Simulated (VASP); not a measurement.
# ZrH3 (Pm-3m) in VASP: further runs

ZrH3 is run at these levels: PBEsol, BLYP, r2SCAN; tasks: single point.

Program: VASP 6.6.1. These are calculated values, not measurements. Logs are shortened: lines on timing, memory, paths and dates and some standing lists are left out, and cuts for length are marked.

### 1 The cell of the first run

Symmetry: Pm-3m, No. 221, cubic system. The conventional cell has a = 3.126 Å, b = 3.126 Å, c = 3.126 Å, α = 90.00°, β = 90.00°, γ = 90.00°. Within 2.9 Å of Zr (site symmetry m-3m) lie 12 H at 2.21 Å. Within 2.9 Å of H (site symmetry 4/mmm) lie 4 Zr at 2.21 Å and 8 H at 2.21 Å.

### 2 Single point, PBEsol

Contents of INCAR:

```
ALGO = Normal
EDIFF = 1E-7
ENCUT = 520
GGA = PS
ISIF = 2
ISMEAR = 1
LASPH = True
LCHARG = False
LREAL = False
LWAVE = False
NBANDS = 16
NELM = 80
PREC = Accurate
SIGMA = 0.3
```

Contents of KPOINTS:

```
Automatic mesh
0
Gamma
  9 9 9
  0.5 0.5 0.5
```

Contents of POSCAR:

```
ZrH3
1.0
    3.1260380000      0.0000000000      0.0000000000
    0.0000000000      3.1260380000      0.0000000000
    0.0000000000      0.0000000000      3.1260380000
Zr H
1 3
Direct
    0.0000000000      0.0000000000      0.0000000000
    0.0000000000      0.5000000000      0.5000000000
    0.5000000000      0.0000000000      0.5000000000
    0.5000000000      0.5000000000      0.0000000000
```

Potentials or basis: VASP PAW PBE potentials, release 64 (Zr_sv, H).

The run is started by

```bash
> cat potpaw_PBE.64/Zr_sv/POTCAR potpaw_PBE.64/H/POTCAR > POTCAR
> mpirun -np 1 vasp_std > vasp.out
```

OUTCAR:

```text
EDIFF = 1E-7
   ENCUT = 520
   GGA = PS
   ISIF = 2
   ISMEAR = 1
   LASPH = True
   LREAL = False
   NELM = 80
   PREC = Accurate

 ion  position               nearest neighbor table
   1  0.000  0.000  0.000-   2 2.21   3 2.21   4 2.21   2 2.21   3 2.21   2 2.21   4 2.21   2 2.21
                             3 2.21   4 2.21   3 2.21   4 2.21
   2  0.000  0.500  0.500-   1 2.21   1 2.21   1 2.21   1 2.21
   3  0.500  0.000  0.500-   1 2.21   1 2.21   1 2.21   1 2.21
   4  0.500  0.500  0.000-   1 2.21   1 2.21   1 2.21   1 2.21

  LATTYP: Found a simple cubic cell.
 ALAT       =     3.1260380000

  Lattice vectors:

 A1 = (   3.1260380000,   0.0000000000,   0.0000000000)
 A2 = (   0.0000000000,   3.1260380000,   0.0000000000)
 A3 = (   0.0000000000,   0.0000000000,   3.1260380000)

Analysis of symmetry for initial positions (statically):
=====================================================================
 Subroutine PRICEL returns:
 Original cell was already a primitive cell.

 Routine SETGRP: Setting up the symmetry group for a
 simple cubic supercell.

 Subroutine GETGRP returns: Found 48 space group operations
 (whereof 48 operations were pure point group operations)
 out of a pool of 48 trial point group operations.

The static configuration has the point symmetry O_h .

Analysis of symmetry for dynamics (positions and initial velocities):
=====================================================================
 Subroutine PRICEL returns:
 Original cell was already a primitive cell.

 Routine SETGRP: Setting up the symmetry group for a
 simple cubic supercell.

 Subroutine GETGRP returns: Found 48 space group operations
 (whereof 48 operations were pure point group operations)
 out of a pool of 48 trial point group operations.

The dynamic configuration has the point symmetry O_h .

 Subroutine INISYM returns: Found 48 space group operations
 (whereof 48 operations are pure point group operations),
 and found     1 'primitive' translations

----------------------------------------------------------------------------------------

                                     Primitive cell

  volume of cell :      30.5480

  direct lattice vectors                    reciprocal lattice vectors
     3.126038000  0.000000000  0.000000000     0.319893744  0.000000000  0.000000000
     0.000000000  3.126038000  0.000000000     0.000000000  0.319893744  0.000000000
     0.000000000  0.000000000  3.126038000     0.000000000  0.000000000  0.319893744

[... 90 lines left out ...]
   NSW    =      0    number of steps for IOM
   IBRION =     -1    ionic relax: 0-MD 1-quasi-New 2-CG
   NFREE  =      0    steps in history (QN), initial steepest desc. (CG)
   ISIF   =      2    stress and relaxation
   ISYM   =      2    0-nonsym 1-usesym 2-fastsym
   POTIM  = 0.5000    time-step for ionic-motion
   TEBEG  =    0.0;   TEEND  =   0.0 temperature during run
   PSTRESS=    0.0 pullay stress
   NELECT =      15.0000    total number of electrons
   NUPDOWN=      -1.0000    fix difference up-down
   EMIN   =  10.00;   EMAX   =-10.00  energy-range for DOS
   EFERMI =   0.00;   METHOD = LEGACY
   ISMEAR =     1;   SIGMA  =   0.30  broadening in eV -4-tet -1-fermi 0-gaus
   EFERMI_NEDOS =   21; number of points for ismear=-14 and -15
   IALGO  =     38    algorithm
   IMIX   =      4    mixing-type and parameters
     AMIX     =   0.40;   BMIX     =  1.00
     AMIX_MAG =   1.60;   BMIX_MAG =  1.00
  volume/ion in A,a.u.               =       7.64        51.54
  Fermi-wavevector in a.u.,A,eV,Ry     =   1.291549  2.440674 22.695874  1.668100
  Thomas-Fermi vector in A             =   2.423312
   LORBIT       =      0    0 simple, 1 ext, 2 COOP (PROOUT), +10 PAW based schemes
   GGA     = PS    functional components
   LHFCALC =     F    Hartree Fock is set to
   AEXX    =    0.0000 exact exchange contribution
   IVDW    =     0    specifies the selected vdW correction
   LEPSILON=     F    determine dielectric tensor
   LRPA    =     F    only Hartree local field effects (RPA)
 non-spin polarized calculation
 Methfessel and Paxton  Order N= 1 SIGMA  =   0.30
  energy-cutoff  :      520.00
  volume of cell :       30.55
 maximum number of plane-waves:       844
 NGX is ok and might be reduce to    24
   NGX = 11   NGY = 11   NGZ = 11

 number of electron      15.0000002 magnetization

 Free energy of the ion-electron system (eV)
  ---------------------------------------------------
  ext. energy  EPLUGINS =         0.00000000
  ---------------------------------------------------
  free energy    TOTEN  =       -20.37701335 eV

  energy without entropy =      -20.37861267  energy(sigma->0) =      -20.37754646

 E-fermi :   7.6925     XC(G=0): -11.3120

 val. band max:        7.6677198053   @ k =   0.3889   0.2778   0.1667
 cond. band min:       7.7052364178   @ k =   0.2778   0.2778   0.0556
 fundamental gap:      0.0375166125
 Fermi energy:         7.6924614044

 k-point     1 :       0.0556    0.0556    0.0556
  band No.  band energies     occupation
      1     -41.4409      2.00000
      2     -19.2217      2.00000
      3     -19.2146      2.00000
      4     -19.2146      2.00000
      5      -2.2664      2.00000
      6       3.6557      2.00000
[... 433 lines left out ...]
      3     -19.7157      2.00000
      4     -19.2415      2.00000
      5       1.1680      2.00000
      6       3.2623      2.00000
[... 8 lines left out ...]
     15      19.4273      0.00000
     16      19.7337      0.00000

 [... further k-points ...]

------------------------ aborting loop because EDIFF is reached ----------------------------------------

  FORCE on cell =-STRESS in cart. coord.  units (eV):
  Direction    XX          YY          ZZ          XY          YZ          ZX
  --------------------------------------------------------------------------------------
  -------------------------------------------------------------------------------------
  Total       -0.8571766     -0.8571766     -0.8571766      0.0000000      0.0000000      0.0000000
  in kB      -44.9570845    -44.9570845    -44.9570845      0.0000000      0.0000000      0.0000000
  external PRESSURE =     -44.9570845 kB  Pullay stress =       0.0000000 kB

 VOLUME and BASIS-vectors are now :
 -----------------------------------------------------------------------------
  energy-cutoff  :      520.00
  volume of cell :       30.55
      direct lattice vectors                 reciprocal lattice vectors
     3.126038000  0.000000000  0.000000000     0.319893744  0.000000000  0.000000000
     0.000000000  3.126038000  0.000000000     0.000000000  0.319893744  0.000000000
     0.000000000  0.000000000  3.126038000     0.000000000  0.000000000  0.319893744

 POSITION                                       TOTAL-FORCE (eV/Angst)
 -----------------------------------------------------------------------------------
      0.00000      0.00000      0.00000         0.000000      0.000000      0.000000
      0.00000      1.56302      1.56302         0.000000      0.000000      0.000000
      1.56302      0.00000      1.56302         0.000000      0.000000      0.000000
      1.56302      1.56302      0.00000         0.000000      0.000000      0.000000
 -----------------------------------------------------------------------------------
    total drift:                                0.000000      0.000000      0.000000

  FREE ENERGIE OF THE ION-ELECTRON SYSTEM (eV)
  ---------------------------------------------------
  free  energy   TOTEN  =       -20.3770133547 eV

  energy  without entropy=      -20.3786126682  energy(sigma->0) =      -20.37754646
```

OSZICAR:

```text
N       E                     dE             d eps       ncg     rms          rms(c)
DAV:   1     0.875822295448E+02    0.87582E+02   -0.74474E+03  1120   0.880E+02
DAV:   2    -0.185701491489E+02   -0.10615E+03   -0.10051E+03  1568   0.247E+02
DAV:   3    -0.217615453890E+02   -0.31914E+01   -0.31636E+01  1472   0.376E+01
DAV:   4    -0.218068822741E+02   -0.45337E-01   -0.45318E-01  1464   0.401E+00
DAV:   5    -0.218075429019E+02   -0.66063E-03   -0.66063E-03  1456   0.347E-01    0.171E+01
DAV:   6    -0.204979630793E+02    0.13096E+01   -0.96083E-01  1256   0.916E+00    0.674E+00
DAV:   7    -0.203754938982E+02    0.12247E+00   -0.34875E-01  1408   0.458E+00    0.128E+00
DAV:   8    -0.203792331809E+02   -0.37393E-02   -0.53939E-02  1408   0.212E+00    0.742E-01
DAV:   9    -0.203770679425E+02    0.21652E-02   -0.33734E-03  1296   0.620E-01    0.625E-02
DAV:  10    -0.203770204849E+02    0.47458E-04   -0.28373E-04  1304   0.133E-01    0.332E-02
DAV:  11    -0.203770156686E+02    0.48164E-05   -0.13912E-05  1424   0.299E-02    0.117E-02
DAV:  12    -0.203770133851E+02    0.22835E-05   -0.44918E-06  1296   0.197E-02    0.417E-03
DAV:  13    -0.203770133547E+02    0.30423E-07   -0.24987E-07  1264   0.483E-03
   1 F= -.20377013E+02 E0= -.20377546E+02  d E =0.159931E-02
```

Run time: 23 s. Hardware: 1 thread of Intel Xeon 8259CL, shared host; peak memory 0.14 GiB.

What came out:

```yaml
Free_energy: -20.3770 eV
Pressure: -4.5 GPa
Band_gap_on_the_k_mesh: zero (an odd number of electrons rules out a gap without spin polarisation)
```

Caveat: the cell stands under tension; so wide a smearing shifts energies and pressures; the PAW data sets were made with another functional, which shifts forces and pressure a little.

(Continued in part 2 of 2.)
